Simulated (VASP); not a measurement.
# WC (P-6m2) in VASP: single point with LDA

Aim: the single point of WC with LDA.

All numbers are computed with VASP 6.6.1; they aren't measurements. Logs are shortened: lines on timing, memory, paths and dates and some standing lists are left out, and cuts for length are marked.

## Step 1: The cell of the first run

It takes space group P-6m2 (No. 187, hexagonal). The conventional cell has a = 2.885 Å, b = 2.885 Å, c = 2.812 Å, α = 90.00°, β = 90.00°, γ = 120.00°. W (site symmetry -6m2) has 6 C at 2.18 Å and 8 W at 2.81 to 2.88 Å within 2.9 Å. Within 2.9 Å of C (site symmetry -6m2) lie 6 W at 2.18 Å and 8 C at 2.81 to 2.88 Å.

## Step 2: Single point, LDA

INCAR

```
SYSTEM = WC
PREC     = Accurate       ! precision mode
ENCUT    = 1300           ! plane-wave cutoff, eV
EDIFF    = 1E-6           ! SCF threshold, eV
ISMEAR   = -1             ! smearing method
SIGMA    = 0.15           ! smearing width, eV
LREAL    = .False.        ! projectors in reciprocal space
LASPH    = .True.         ! aspherical terms in the spheres
NELM     = 120            ! most SCF steps
ALGO     = Normal         ! electronic algorithm
ISIF     = 2              ! what is computed and relaxed
LWAVE    = .False.        ! write WAVECAR
LCHARG   = .False.        ! write CHGCAR
GGA      = CA             ! functional
NBANDS   = 16             ! bands
GGA_COMPAT= .False.
```

KPOINTS

```
Automatic mesh
0
Gamma
  18 18 14
  0 0 0
```

POSCAR

```
WC
1.0
    2.8849364109      0.0000000000      0.0000000000
   -1.4424682054      2.4984282201      0.0000000000
    0.0000000000      0.0000000000      2.8116623628
W C
1 1
Direct
    0.0000000000      0.0000000000      0.0000000000
    0.6666666667      0.3333333333      0.5000000000
```

Potentials or basis: VASP PAW LDA potentials, release 64 (W_sv, C_h).

On the command line:

```bash
> cat potpaw_LDA.64/W_sv/POTCAR potpaw_LDA.64/C_h/POTCAR > POTCAR
> mpirun -np 1 vasp_std > vasp.out
```

OUTCAR:

```text
SYSTEM = WC
   PREC = Accurate
   ENCUT = 1300
   EDIFF = 1E-6
   ISMEAR = -1
   LREAL = .False.
   LASPH = .True.
   NELM = 120
   ISIF = 2
   GGA = CA

 ion  position               nearest neighbor table
   1  0.000  0.000  0.000-   2 2.18   2 2.18   2 2.18   2 2.18   2 2.18   2 2.18
   2  0.667  0.333  0.500-   1 2.18   1 2.18   1 2.18   1 2.18   1 2.18   1 2.18

  LATTYP: Found a hexagonal cell.
 ALAT       =     2.8849364109
 C/A-ratio  =     0.9746011566

  Lattice vectors:

 A1 = (   2.8849364109,   0.0000000000,   0.0000000000)
 A2 = (  -1.4424682054,   2.4984282201,   0.0000000000)
 A3 = (   0.0000000000,   0.0000000000,   2.8116623628)

Analysis of symmetry for initial positions (statically):
=====================================================================
 Subroutine PRICEL returns:
 Original cell was already a primitive cell.

 Routine SETGRP: Setting up the symmetry group for a
 hexagonal supercell.

 Subroutine GETGRP returns: Found 12 space group operations
 (whereof 12 operations were pure point group operations)
 out of a pool of 24 trial point group operations.

The static configuration has the point symmetry D_3h.

Analysis of symmetry for dynamics (positions and initial velocities):
=====================================================================
 Subroutine PRICEL returns:
 Original cell was already a primitive cell.

 Routine SETGRP: Setting up the symmetry group for a
 hexagonal supercell.

 Subroutine GETGRP returns: Found 12 space group operations
 (whereof 12 operations were pure point group operations)
 out of a pool of 24 trial point group operations.

The dynamic configuration has the point symmetry D_3h.

 Subroutine INISYM returns: Found 12 space group operations
 (whereof 12 operations are pure point group operations),
 and found     1 'primitive' translations

----------------------------------------------------------------------------------------

                                     Primitive cell

  volume of cell :      20.2659

  direct lattice vectors                    reciprocal lattice vectors
     2.884936411  0.000000000  0.000000000     0.346628091  0.200125821  0.000000000
    -1.442468205  2.498428220  0.000000000     0.000000000  0.400251643  0.000000000
     0.000000000  0.000000000  2.811662363     0.000000000  0.000000000  0.355661481

  length of vectors
     2.884936411  2.884936411  2.811662363     0.400251643  0.400251643  0.355661481

  position of ions in fractional coordinates (direct lattice)
     0.000000000  0.000000000  0.000000000
     0.666666667  0.333333333  0.500000000

  ion indices of the primitive-cell ions
   primitive index   ion index
                 1           1
                 2           2

----------------------------------------------------------------------------------------

 KPOINTS: Automatic mesh

Automatic generation of k-mesh.
 Grid dimensions read from file:
 generate k-points for:   18   18   14

 Generating k-lattice:

  Cartesian coordinates                     Fractional coordinates (reciprocal lattice)
     0.019257116  0.011118101  0.000000000     0.055555556  0.000000000  0.000000000
     0.000000000  0.022236202  0.000000000     0.000000000  0.055555556  0.000000000
     0.000000000  0.000000000  0.025404391     0.000000000  0.000000000  0.071428571

  Length of vectors
     0.022236202  0.022236202  0.025404391

  Shift w.r.t. Gamma in fractional coordinates (k-lattice)
     0.000000000  0.000000000  0.000000000

 Subroutine IBZKPT returns following result:
 ===========================================

 Found    296 irreducible k-points:

 Following reciprocal coordinates:
            Coordinates               Weight
  0.000000  0.000000  0.000000      1.000000
  0.055556 -0.000000  0.000000      6.000000
  0.111111 -0.000000  0.000000      6.000000
  0.166667 -0.000000  0.000000      6.000000
  0.222222  0.000000  0.000000      6.000000
  0.277778  0.000000  0.000000      6.000000
[... 16 lines left out ...]
  0.333333  0.111111  0.000000     12.000000
  0.388889  0.111111  0.000000     12.000000
 [... further k-points ...]
   k-points           NKPTS =    296   k-points in BZ     NKDIM =    296   number of bands    NBANDS=     16
   number of dos      NEDOS =    301   number of ions     NIONS =      2
   total plane-waves  NPLWV =  46656
   dimension x,y,z NGX =    36 NGY =   36 NGZ =   36
   dimension x,y,z NGXF=    72 NGYF=   72 NGZF=   72
   ions per type =               1   1
   NGX,Y,Z   is equivalent  to a cutoff of  20.75, 20.75, 21.29 a.u.
   NGXF,Y,Z  is equivalent  to a cutoff of  41.49, 41.49, 42.57 a.u.
 SYSTEM =  WC
   PREC   = accura    normal or accurate (medium, high low for compatibility)
   ISTART =      0    job   : 0-new  1-cont  2-samecut
   ICHARG =      2    charge: 1-file 2-atom 10-const
   ISPIN  =      1    spin polarized calculation?
   LNONCOLLINEAR =      F non collinear calculations
   LSORBIT =      F    spin-orbit coupling
   LASPH  =      T    aspherical Exc in radial PAW
   ENCUT  = 1300.0 eV  95.55 Ry    9.77 a.u.   8.48  8.48  8.27*2*pi/ulx,y,z
   NELM   =    120;   NELMIN=  2; NELMDL= -5     # of ELM steps
   EDIFF  = 0.1E-05   stopping-criterion for ELM
   LREAL  =      F    real-space projection
   EDIFFG = 0.1E-04   stopping-criterion for IOM
   NSW    =      0    number of steps for IOM
   IBRION =     -1    ionic relax: 0-MD 1-quasi-New 2-CG
   NFREE  =      0    steps in history (QN), initial steepest desc. (CG)
   ISIF   =      2    stress and relaxation
   ISYM   =      2    0-nonsym 1-usesym 2-fastsym
   POTIM  = 0.5000    time-step for ionic-motion
   TEBEG  =    0.0;   TEEND  =   0.0 temperature during run
   PSTRESS=    0.0 pullay stress
   NELECT =      18.0000    total number of electrons
   NUPDOWN=      -1.0000    fix difference up-down
   EMIN   =  10.00;   EMAX   =-10.00  energy-range for DOS
   EFERMI =   0.00;   METHOD = LEGACY
   ISMEAR =    -1;   SIGMA  =   0.15  broadening in eV -4-tet -1-fermi 0-gaus
   EFERMI_NEDOS =   21; number of points for ismear=-14 and -15
   IALGO  =     38    algorithm
   IMIX   =      4    mixing-type and parameters
     AMIX     =   0.40;   BMIX     =  1.00
     AMIX_MAG =   1.60;   BMIX_MAG =  1.00
  volume/ion in A,a.u.               =      10.13        68.38
  Fermi-wavevector in a.u.,A,eV,Ry     =   1.573658  2.973782 33.693442  2.476398
  Thomas-Fermi vector in A             =   2.674909
   LORBIT       =      0    0 simple, 1 ext, 2 COOP (PROOUT), +10 PAW based schemes
   GGA     = CA    functional components
   LHFCALC =     F    Hartree Fock is set to
   AEXX    =    0.0000 exact exchange contribution
   IVDW    =     0    specifies the selected vdW correction
   LEPSILON=     F    determine dielectric tensor
   LRPA    =     F    only Hartree local field effects (RPA)
 non-spin polarized calculation
  energy-cutoff  :     1300.00
  volume of cell :       20.27
 maximum number of plane-waves:      2212
 NGX is ok and might be reduce to    36
   NGX = 17   NGY = 17   NGZ = 17

 number of electron      18.0000000 magnetization

 Free energy of the ion-electron system (eV)
  ---------------------------------------------------
  ext. energy  EPLUGINS =         0.00000000
  ---------------------------------------------------
  free energy    TOTEN  =       -24.71839450 eV

  energy without entropy =      -24.69463035  energy(sigma->0) =      -24.70651242

 E-fermi :  11.6951     XC(G=0): -14.1506

 val. band max:       11.6787069316   @ k =   0.4444   0.0000   0.4286
 cond. band min:      11.7443280971   @ k =   0.1111   0.0556   0.4286
 fundamental gap:      0.0656211656
 Fermi energy:        11.6951431424

 k-point     1 :       0.0000    0.0000    0.0000
  band No.  band energies     occupation
      1     -61.8341      2.00000
      2     -26.0765      2.00000
      3     -25.9649      2.00000
      4     -25.9649      2.00000
      5      -2.8081      2.00000
      6       7.1954      2.00000
[... 8 lines left out ...]
     15      26.3027      0.00000
     16      28.6325      0.00000

 k-point     2 :       0.0556   -0.0000    0.0000
  band No.  band energies     occupation
      1     -61.8321      2.00000
      2     -26.0728      2.00000
      3     -25.9938      2.00000
      4     -25.9714      2.00000
      5      -2.7232      2.00000
      6       7.2267      2.00000
[... 8 lines left out ...]
     15      26.0872      0.00000
     16      28.8078      0.00000

 k-point     3 :       0.1111   -0.0000    0.0000
  band No.  band energies     occupation
      1     -61.8263      2.00000
      2     -26.0761      2.00000
      3     -26.0621      2.00000
      4     -25.9900      2.00000
      5      -2.4754      2.00000
      6       7.2037      2.00000
[... 8 lines left out ...]
     15      25.7333      0.00000
     16      29.3130      0.00000

 k-point     4 :       0.1667   -0.0000    0.0000
  band No.  band energies     occupation
      1     -61.8174      2.00000
      2     -26.2003      2.00000
      3     -26.0457      2.00000
      4     -26.0184      2.00000
      5      -2.0850      2.00000
      6       6.8431      2.00000
[... 8 lines left out ...]
     15      25.5358      0.00000
     16      30.0924      0.00000
[... 324 lines left out ...]
 k-point    22 :       0.2778    0.1111    0.0000
  band No.  band energies     occupation
      1     -61.7810      2.00000
      2     -26.6447      2.00000
      3     -26.1778      2.00000
      4     -25.9782      2.00000
      5      -0.2364      2.00000
      6       5.2639      2.00000
[... 8 lines left out ...]
     15      27.0365      0.00000
     16      28.5335      0.00000

 k-point    23 :       0.3333    0.1111    0.0000
  band No.  band energies     occupation
      1     -61.7726      2.00000
      2     -26.7437      2.00000
      3     -26.2133      2.00000
      4     -25.9625      2.00000
      5       0.2893      2.00000
      6       4.9378      2.00000
[... 8 lines left out ...]
     15      26.6162      0.00000
     16      28.7192      0.00000

 k-point    24 :       0.3889    0.1111    0.0000
  band No.  band energies     occupation
      1     -61.7671      2.00000
      2     -26.8077      2.00000
      3     -26.2363      2.00000
      4     -25.9523      2.00000
      5       0.6715      2.00000
      6       4.7253      2.00000
[... 8 lines left out ...]
     15      25.7555      0.00000
     16      29.4316      0.00000

 [... further k-points ...]
[... 5 lines left out ...]
  --------------------------------------------------------------------------------------
  -------------------------------------------------------------------------------------
  Total        0.2974621      0.2974621      0.3543484      0.0000000      0.0000000     -0.0000000
  in kB       23.5166775     23.5166775     28.0139750      0.0000000      0.0000000     -0.0000000
  external PRESSURE =      25.0157767 kB  Pullay stress =       0.0000000 kB

 VOLUME and BASIS-vectors are now :
 -----------------------------------------------------------------------------
  energy-cutoff  :     1300.00
  volume of cell :       20.27
      direct lattice vectors                 reciprocal lattice vectors
     2.884936411  0.000000000  0.000000000     0.346628091  0.200125821  0.000000000
    -1.442468205  2.498428220  0.000000000     0.000000000  0.400251643  0.000000000
     0.000000000  0.000000000  2.811662363     0.000000000  0.000000000  0.355661481

 POSITION                                       TOTAL-FORCE (eV/Angst)
 -----------------------------------------------------------------------------------
      0.00000      0.00000      0.00000         0.000000      0.000000      0.000000
      1.44247      0.83281      1.40583         0.000000     -0.000000      0.000000
 -----------------------------------------------------------------------------------
    total drift:                               -0.000000      0.000000      0.000000

  FREE ENERGIE OF THE ION-ELECTRON SYSTEM (eV)
  ---------------------------------------------------
  free  energy   TOTEN  =       -24.7183945024 eV

  energy  without entropy=      -24.6946303468  energy(sigma->0) =      -24.70651242
```

Run time: 2.3 min. Hardware: 1 thread of Intel Xeon Platinum 8488C (Sapphire Rapids), shared host; peak memory 0.48 GiB.

Results:

| Property | Result |
| --- | --- |
| Free energy | -24.7184 eV |
| Pressure | 2.5 GPa |
| Band gap on the k mesh | zero (bands 9 and 10 overlap by 1.25 eV) |

Stress tensor (GPa, compression positive):
```
2.35 0.00 0.00
0.00 2.35 0.00
0.00 0.00 2.80
```

Caveat: spin-orbit coupling is left out, which moves the levels of the heavy elements.

The gap in the log of VASP goes by the Fermi energy; the results here count the filled bands.